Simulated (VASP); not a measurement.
Pt, 2 atoms in the cell. The structure is hexagonal, space group P6_3/mmc (No. 194). Conventional cell: a = 2.624 Å, b = 2.624 Å, c = 4.532 Å, α = 90.00°, β = 90.00°, γ = 120.00°. Within 3.5 Å of Pt (site symmetry -6m2) lie 12 Pt at 2.62 to 2.73 Å. This isn't the form of Pt at room conditions, which is fcc.

| Quantity | Value |
| --- | --- |
| Program | VASP 6.6.1 |
| Task | single point |
| Functional | LDA |
| Potentials or basis | VASP PAW LDA potentials, release 64 (Pt) |
| Cutoff | 520 eV |
| k mesh | 21 × 21 × 10 |
| Occupations | gaussian, width 0.15 eV |
| Spin | collinear spin |
| Starting moments | [0.4, 0.4] μB |
| Fixed moment | 0.8 μB |
| Dipole correction | no |
| Further INCAR settings | ALGO = Normal; EDIFF = 1e-07; NBANDS = 21 |

Potentials or basis: VASP PAW LDA potentials, release 64 (Pt).

The run is started by

```bash
$ cat potpaw_LDA.64/Pt/POTCAR > POTCAR
$ mpirun -np 1 vasp_std > vasp.out
```

Hardware: 1 thread of Intel(R) Xeon(R) 6975P-C (Granite Rapids), on a shared host.

Task: How long does it take, and how much memory?

Result: It took 100 s on 1 thread of Intel(R) Xeon(R) 6975P-C (Granite Rapids), on a shared host, peak memory 0.31 GiB. Counts: scf iterations 13, k points 288.
